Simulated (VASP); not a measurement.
## Cu: single point with PBE

Cu:

```
CELL_PARAMETERS angstrom
2.60126 0.00000 0.00000
-1.30063 2.25276 0.00000
0.00000 0.00000 8.49535
ATOMIC_POSITIONS crystal
Cu 0.00000 0.00000 0.00000
Cu 0.00000 0.00000 0.50000
Cu 0.33333 0.66667 0.25000
Cu 0.66667 0.33333 0.75000
```

This isn't the form of Cu at room conditions, which is fcc.

| Property | Result |
| --- | --- |
| Program | VASP 6.6.1 |
| Task | single point |
| Functional | PBE |
| Potentials or basis | VASP PAW PBE potentials, release 64 (Cu) |
| Cutoff | 520 eV |
| k mesh | 16 × 16 × 5 |
| Occupations | fermi-dirac, width 0.1 eV |
| Spin | no spin polarisation |
| Dipole correction | no |
| Further INCAR settings | ALGO = Normal; EDIFF = 1e-06; NBANDS = 30 |

| Property | Result |
| --- | --- |
| Pressure | -4.3 GPa |
| Band gap on the k mesh | zero (bands 22 and 23 overlap by 5.08 eV) |

Levels at points of the mesh, in eV from the Fermi level:
```tsv
k point	band 19	band 20	band 21	band 22	band 23	band 24	band 25	band 26
(0.00, 0.00, 0.00)	-2.00	-1.85	-1.85	-1.59	-1.59	-0.81	3.54	12.05
(0.50, 0.00, 0.00)	-1.47	-1.45	-0.46	0.54	0.94	1.51	4.34	4.37
```

It took 55 s on 1 thread of Intel(R) Xeon(R) 6975P-C (Granite Rapids), with other jobs on the host, peak memory 0.22 GiB.

Caveat: the cell stands under tension.
